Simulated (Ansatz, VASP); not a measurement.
## One calculation of LiF, two programs

```
CELL_PARAMETERS angstrom
0.00000 2.04171 2.04171
2.04171 0.00000 2.04171
2.04171 2.04171 0.00000
ATOMIC_POSITIONS crystal
Li 0.00000 0.00000 0.00000
F 0.50000 0.50000 0.50000
```

Alike in both runs: task single point; functional r2SCAN; k mesh 8 × 8 × 8; occupations gaussian, width 0.1 eV; no spin polarisation.

|  | VASP | Ansatz |
| --- | --- | --- |
| version | VASP 6.6.1 | Ansatz 0.2.0 |
| potentials or method | VASP PAW PBE potentials, release 64 (Li_sv, F_h), cutoff 1490 eV | scalar-relativistic, plane waves, PAW |
| valence electrons in the cell | 10 | 10 |

|  | VASP | Ansatz | Ansatz less VASP |
| --- | --- | --- | --- |
| gap on the k mesh at the Fermi level (eV) | 9.88 | 9.70 | -0.184 |
| least direct gap on the mesh (eV) | 9.88 | 9.70 | -0.184 |
| pressure (GPa) | -5.6 | -4.7 | +0.95 |

VASP's potentials were made for PBE, not for r2SCAN. With one functional, cell and mesh, what is left measures potentials, basis and numerics.
